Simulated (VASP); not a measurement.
# Sb2Se5 (I4/mmm) in VASP: relaxation of cell and atoms with PBE

Aim: the relaxation of cell and atoms of Sb2Se5 with PBE.

Everything below comes from runs of VASP 6.6.1. Logs are shortened: lines on timing, memory, paths and dates and some standing lists are left out, and cuts for length are marked.

## Step 1: The cell of the first run

Symmetry: I4/mmm, No. 139, tetragonal system. Conventional cell: a = 7.462 Å, b = 7.462 Å, c = 8.815 Å, α = 90.00°, β = 90.00°, γ = 90.00°. Sb (site symmetry 4mm) has 5 Se at 2.71 to 2.81 Å and 1 Sb at 3.20 Å within 3.6 Å. Se (site symmetry 2/m) has 2 Sb at 2.71 Å and 6 Se at 3.44 to 3.73 Å within 3.8 Å. Within 3.7 Å of Se (site symmetry 4/mmm) lie 2 Sb at 2.81 Å and 8 Se at 3.44 Å.

The cell was generated, and may not be a known phase.

## Step 2: Relaxation of cell and atoms, PBE

File INCAR:

```
SYSTEM = Sb2Se5
ALGO = Normal
EDIFF = 1E-6
EDIFFG = -0.01
ENCUT = 600
GGA = PE
IBRION = 2
ISIF = 3
ISMEAR = 0
LASPH = .TRUE.
LCHARG = .FALSE.
LREAL = .FALSE.
LWAVE = .FALSE.
NELM = 100
NSW = 100
PREC = Accurate
SIGMA = 0.1
```

File KPOINTS:

```
k-points
0
G
  8 8 8
  0 0 0
```

File POSCAR:

```
Sb2Se5
1.0
   -3.7310657199      3.7310657199      4.4076907085
    3.7310657199     -3.7310657199      4.4076907085
    3.7310657199      3.7310657199     -4.4076907085
Sb Se
2 5
Direct
    0.1814863600      0.1814863600      0.0000000000
    0.8185136400      0.8185136400      0.0000000000
    0.5000000000      0.5000000000      0.5000000000
    0.0000000000      0.0000000000      0.5000000000
    0.5000000000      0.0000000000      0.0000000000
    0.0000000000      0.5000000000      0.0000000000
    0.5000000000      0.5000000000      0.0000000000
```

Potentials or basis: VASP PAW PBE potentials, release 64 (Sb, Se).

Run with:

```bash
cat potpaw_PBE.64/Sb/POTCAR potpaw_PBE.64/Se/POTCAR > POTCAR
mpirun -np 1 vasp_std > vasp.out
```

OUTCAR:

```text
SYSTEM = Sb2Se5
   EDIFF = 1E-6
   EDIFFG = -0.01
   ENCUT = 600
   GGA = PE
   IBRION = 2
   ISIF = 3
   ISMEAR = 0
   LASPH = .TRUE.
   LREAL = .FALSE.
   NELM = 100
   NSW = 100
   PREC = Accurate

 ion  position               nearest neighbor table
   1  0.181  0.181  0.000-   3 2.71   5 2.71   6 2.71   4 2.71   7 2.81   2 3.20
   2  0.819  0.819  0.000-   4 2.71   5 2.71   6 2.71   3 2.71   7 2.81   1 3.20
   3  0.500  0.500  0.500-   2 2.71   1 2.71
   4  0.000  0.000  0.500-   1 2.71   2 2.71
   5  0.500  0.000  0.000-   1 2.71   2 2.71
   6  0.000  0.500  0.000-   1 2.71   2 2.71
   7  0.500  0.500  0.000-   1 2.81   2 2.81

  LATTYP: Found a body centered tetragonal cell.
 ALAT       =     7.4621314398
 C/A-ratio  =     1.1813489870

  Lattice vectors:

 A1 = (  -3.7310657199,   3.7310657199,   4.4076907085)
 A2 = (   3.7310657199,  -3.7310657199,   4.4076907085)
 A3 = (   3.7310657199,   3.7310657199,  -4.4076907085)

Analysis of symmetry for initial positions (statically):
=====================================================================
 Subroutine PRICEL returns:
 Original cell was already a primitive cell.

 Routine SETGRP: Setting up the symmetry group for a
 body centered tetragonal supercell.

 Subroutine GETGRP returns: Found 16 space group operations
 (whereof 16 operations were pure point group operations)
 out of a pool of 16 trial point group operations.

The static configuration has the point symmetry D_4h.

Analysis of symmetry for dynamics (positions and initial velocities):
=====================================================================
 Subroutine PRICEL returns:
 Original cell was already a primitive cell.

 Routine SETGRP: Setting up the symmetry group for a
 body centered tetragonal supercell.

 Subroutine GETGRP returns: Found 16 space group operations
 (whereof 16 operations were pure point group operations)
 out of a pool of 16 trial point group operations.

The dynamic configuration has the point symmetry D_4h.

 Subroutine INISYM returns: Found 16 space group operations
 (whereof 16 operations are pure point group operations),
 and found     1 'primitive' translations

----------------------------------------------------------------------------------------

                                     Primitive cell

  volume of cell :     245.4352

  direct lattice vectors                    reciprocal lattice vectors
    -3.731065720  3.731065720  4.407690708     0.000000000  0.134009969  0.113438087
     3.731065720 -3.731065720  4.407690708     0.134009969  0.000000000  0.113438087
     3.731065720  3.731065720 -4.407690708     0.134009969  0.134009969  0.000000000

  length of vectors
     6.875277463  6.875277463  6.875277463     0.175575827  0.175575827  0.189518715

  position of ions in fractional coordinates (direct lattice)
     0.181486360  0.181486360  0.000000000
     0.818513640  0.818513640  0.000000000
     0.500000000  0.500000000  0.500000000
     0.000000000  0.000000000  0.500000000
     0.500000000  0.000000000  0.000000000
     0.000000000  0.500000000  0.000000000
     0.500000000  0.500000000  0.000000000

  ion indices of the primitive-cell ions
   primitive index   ion index
                 1           1
                 2           2
                 3           3
                 4           4
                 5           5
                 6           6
                 7           7

----------------------------------------------------------------------------------------

 KPOINTS: k-points

Automatic generation of k-mesh.
 Grid dimensions read from file:
 generate k-points for:    8    8    8

 Generating k-lattice:

  Cartesian coordinates                     Fractional coordinates (reciprocal lattice)
     0.000000000  0.016751246  0.014179761     0.125000000  0.000000000  0.000000000
     0.016751246  0.000000000  0.014179761     0.000000000  0.125000000  0.000000000
     0.016751246  0.016751246  0.000000000     0.000000000  0.000000000  0.125000000

  Length of vectors
     0.021946978  0.021946978  0.023689839

  Shift w.r.t. Gamma in fractional coordinates (k-lattice)
     0.000000000  0.000000000  0.000000000

 Subroutine IBZKPT returns following result:
 ===========================================

 Found     59 irreducible k-points:

 Following reciprocal coordinates:
            Coordinates               Weight
  0.000000  0.000000  0.000000      1.000000
  0.125000  0.000000 -0.000000      8.000000
  0.250000  0.000000 -0.000000      8.000000
  0.375000  0.000000 -0.000000      8.000000
  0.500000  0.000000 -0.000000      4.000000
  0.125000  0.125000 -0.000000      8.000000
[... 16 lines left out ...]
  0.250000  0.125000  0.125000     16.000000
  0.375000  0.125000  0.125000      8.000000
 [... further k-points ...]
   k-points           NKPTS =     59   k-points in BZ     NKDIM =     59   number of bands    NBANDS=     24
   number of dos      NEDOS =    301   number of ions     NIONS =      7
   total plane-waves  NPLWV = 175616
   dimension x,y,z NGX =    56 NGY =   56 NGZ =   56
   dimension x,y,z NGXF=   112 NGYF=  112 NGZF=  112
   ions per type =               2   5
   NGX,Y,Z   is equivalent  to a cutoff of  13.54, 13.54, 13.54 a.u.
   NGXF,Y,Z  is equivalent  to a cutoff of  27.08, 27.08, 27.08 a.u.
 SYSTEM =  Sb2Se5
   PREC   = accura    normal or accurate (medium, high low for compatibility)
   ISTART =      0    job   : 0-new  1-cont  2-samecut
   ICHARG =      2    charge: 1-file 2-atom 10-const
   ISPIN  =      1    spin polarized calculation?
   LNONCOLLINEAR =      F non collinear calculations
   LSORBIT =      F    spin-orbit coupling
   LASPH  =      T    aspherical Exc in radial PAW
   ENCUT  =  600.0 eV  44.10 Ry    6.64 a.u.  13.73 13.73 13.73*2*pi/ulx,y,z
   NELM   =    100;   NELMIN=  2; NELMDL= -5     # of ELM steps
   EDIFF  = 0.1E-05   stopping-criterion for ELM
   LREAL  =      F    real-space projection
   EDIFFG = -.1E-01   stopping-criterion for IOM
   NSW    =    100    number of steps for IOM
   IBRION =      2    ionic relax: 0-MD 1-quasi-New 2-CG
   NFREE  =      1    steps in history (QN), initial steepest desc. (CG)
   ISIF   =      3    stress and relaxation
   ISYM   =      2    0-nonsym 1-usesym 2-fastsym
   POTIM  = 0.5000    time-step for ionic-motion
   TEBEG  =    0.0;   TEEND  =   0.0 temperature during run
   PSTRESS=    0.0 pullay stress
   NELECT =      40.0000    total number of electrons
   NUPDOWN=      -1.0000    fix difference up-down
   EMIN   =  10.00;   EMAX   =-10.00  energy-range for DOS
   EFERMI =   0.00;   METHOD = LEGACY
   ISMEAR =     0;   SIGMA  =   0.10  broadening in eV -4-tet -1-fermi 0-gaus
   EFERMI_NEDOS =   21; number of points for ismear=-14 and -15
   IALGO  =     38    algorithm
   IMIX   =      4    mixing-type and parameters
     AMIX     =   0.40;   BMIX     =  1.00
     AMIX_MAG =   1.60;   BMIX_MAG =  1.00
  volume/ion in A,a.u.               =      35.06       236.61
  Fermi-wavevector in a.u.,A,eV,Ry     =   0.894230  1.689850 10.879860  0.799647
  Thomas-Fermi vector in A             =   2.016408
   LORBIT       =      0    0 simple, 1 ext, 2 COOP (PROOUT), +10 PAW based schemes
   GGA     = PE    functional components
   LHFCALC =     F    Hartree Fock is set to
   AEXX    =    0.0000 exact exchange contribution
   IVDW    =     0    specifies the selected vdW correction
   LEPSILON=     F    determine dielectric tensor
   LRPA    =     F    only Hartree local field effects (RPA)
 conjugate gradient relaxation of ions
 non-spin polarized calculation
 Gauss-broadening in eV      SIGMA  =   0.10
  energy-cutoff  :      600.00
  volume of cell :      245.44
 maximum number of plane-waves:      8222
   NGX = 27   NGY = 27   NGZ = 27

--------------------------------------- Ionic step        1  -------------------------------------------

 number of electron      39.9999997 magnetization

 Free energy of the ion-electron system (eV)
  ---------------------------------------------------
  ext. energy  EPLUGINS =         0.00000000
  ---------------------------------------------------
  free energy    TOTEN  =       -22.52406212 eV

  energy without entropy =      -22.49046206  energy(sigma->0) =      -22.50726209

------------------------ aborting loop because EDIFF is reached ----------------------------------------

  FORCE on cell =-STRESS in cart. coord.  units (eV):
  Direction    XX          YY          ZZ          XY          YZ          ZX
  --------------------------------------------------------------------------------------
  -------------------------------------------------------------------------------------
  Total        0.0058387      0.0058387     -0.2682497      0.0000000      0.0000000      0.0000000
  in kB        0.0381146      0.0381146     -1.7511077      0.0000000      0.0000000      0.0000000
  external PRESSURE =      -0.5582929 kB  Pullay stress =       0.0000000 kB
[... 190 lines left out ...]
  energy  without entropy=      -22.4914012169  energy(sigma->0) =      -22.50834442

--------------------------------------- Ionic step        6  -------------------------------------------

 number of electron      39.9999997 magnetization

 Free energy of the ion-electron system (eV)
  ---------------------------------------------------
  ext. energy  EPLUGINS =         0.00000000
  ---------------------------------------------------
  free energy    TOTEN  =       -22.52531506 eV

  energy without entropy =      -22.49133247  energy(sigma->0) =      -22.50832376

 E-fermi :   1.6552     XC(G=0):  -7.8924

 val. band max:        1.6442533343   @ k =   0.1250   0.0000  -0.0000
 cond. band min:       1.6552042854   @ k =  -0.3750   0.3750   0.1250
 fundamental gap:      0.0109509511
 Fermi energy:         1.6551724395

 k-point     1 :       0.0000    0.0000    0.0000
  band No.  band energies     occupation
      1     -12.2511      2.00000
      2     -10.4659      2.00000
      3     -10.4659      2.00000
      4     -10.3512      2.00000
      5      -9.9528      2.00000
      6      -8.4760      2.00000
[... 637 lines left out ...]
     23       3.2460      0.00000
     24       3.8600      0.00000

 [... further k-points ...]

------------------------ aborting loop because EDIFF is reached ----------------------------------------

  FORCE on cell =-STRESS in cart. coord.  units (eV):
  Direction    XX          YY          ZZ          XY          YZ          ZX
  --------------------------------------------------------------------------------------
  -------------------------------------------------------------------------------------
  Total        0.0103070      0.0103070      0.0066746      0.0000000      0.0000000     -0.0000000
  in kB        0.0676382      0.0676382      0.0438012      0.0000000      0.0000000     -0.0000000
  external PRESSURE =       0.0596925 kB  Pullay stress =       0.0000000 kB
[... 22 lines left out ...]
  FREE ENERGIE OF THE ION-ELECTRON SYSTEM (eV)
  ---------------------------------------------------
  free  energy   TOTEN  =       -22.5253150608 eV

  energy  without entropy=      -22.4913324663  energy(sigma->0) =      -22.50832376

 reached required accuracy - stopping structural energy minimisation
```

Run time: 40 min. Hardware: 1 thread of Intel Xeon 8259CL, shared host; peak memory 0.72 GiB.

What came out:

- Free energy: -22.5253 eV
- Relaxed volume: 34.88 Å³/atom
- Relaxed cell: a = 6.861 Å, b = 6.861 Å, c = 6.861 Å, α = 114.16°, β = 114.16°, γ = 100.45°
- Space group after relaxing (to 0.1 Å): I4/mmm (No. 139)
- Energy gained by relaxing: 0.2 meV/atom
- Ionic steps: 6
- Pressure after relaxing: 0.0 GPa
- Band gap on the k mesh: zero (bands 20 and 21 overlap by 0.92 eV)

Step by step:
```csv
step,energy change (eV),largest force (eV/Å),pressure (GPa),volume (Å³)
1,0.0000,0.0619,-0.06,245.44
2,-0.0007,0.0473,-0.04,245.00
3,-0.0011,0.0217,0.00,244.28
4,-0.0011,0.0240,0.00,244.34
5,-0.0012,0.0112,0.00,244.23
6,-0.0013,0.0014,0.01,244.15
```

Final structure:
```
Sb Se
1.0
    -3.72884    3.72884    4.38979
     3.72884   -3.72884    4.38979
     3.72884    3.72884   -4.38979
Sb Se
2 5
Direct
  0.18021 0.18021 0.00000
  0.81979 0.81979 0.00000
  0.50000 0.50000 0.50000
  0.00000 0.00000 0.50000
  0.50000 0.00000 0.00000
  0.00000 0.50000 0.00000
  0.50000 0.50000 0.00000
```

Caveat: spin-orbit coupling is left out, which moves the levels of the heavy elements.
